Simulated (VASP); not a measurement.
MnS: single point with RPBE+D4

The system is MnS.

```
CELL_PARAMETERS angstrom
0.00000 2.47879 2.47879
2.47879 0.00000 2.47879
2.47879 2.47879 0.00000
ATOMIC_POSITIONS crystal
Mn 0.00000 0.00000 0.00000
S 0.50000 0.50000 0.50000
```

| Quantity | Value |
| --- | --- |
| Program | VASP 6.6.1 |
| Task | single point |
| Functional | RPBE |
| Dispersion | D4 |
| Potentials or basis | VASP PAW PBE potentials, release 64 (Mn_pv, S) |
| Cutoff | 520 eV |
| k mesh | 9 × 9 × 9 |
| Occupations | fermi-dirac, width 0.05 eV |
| Spin | collinear spin, ferromagnetic start |
| Starting moments | [4.0, 0.0] μB |

```
Pressure                                              : -0.1 GPa
Net moment                                            : 4.26 μB per cell
Site moments                                          : Mn +3.93; S +0.07 μB
Valence electrons inside the program's atomic spheres : Mn 11.45; S 3.77
Dispersion energy per atom                            : -0.940 eV
```

Levels at points of the mesh, in eV from the Fermi level:
Spin up:
```csv
k point,band 10,band 11,band 12,band 13,band 14,band 15
"(0.00, 0.00, 0.00)",-2.11,-2.11,-2.11,2.98,8.87,8.87
```
Spin down:
```tsv
k point	band 4	band 5	band 6	band 7	band 8	band 9	band 10	band 11
(0.00, 0.00, 0.00)	-15.45	-1.93	-1.93	-1.93	-0.13	-0.13	-0.13	-0.03
```

Wall time 35 s on 1 thread of Intel(R) Xeon(R) Platinum 8488C (Sapphire Rapids), with other jobs on the host, peak memory 0.19 GiB.

Caveat: the PAW data sets were made with another functional, which shifts forces and pressure a little; a cell with one magnetic atom can't hold antiferromagnetic order, which such compounds often take; semilocal functionals often make such compounds metallic where correlation or magnetic order opens a gap, which also shifts bond lengths; pairwise dispersion overbinds metals, which lowers pressure and volume. With open d or f shells a metallic result of RPBE can be an artefact of self-interaction; +U or a hybrid may open a gap.
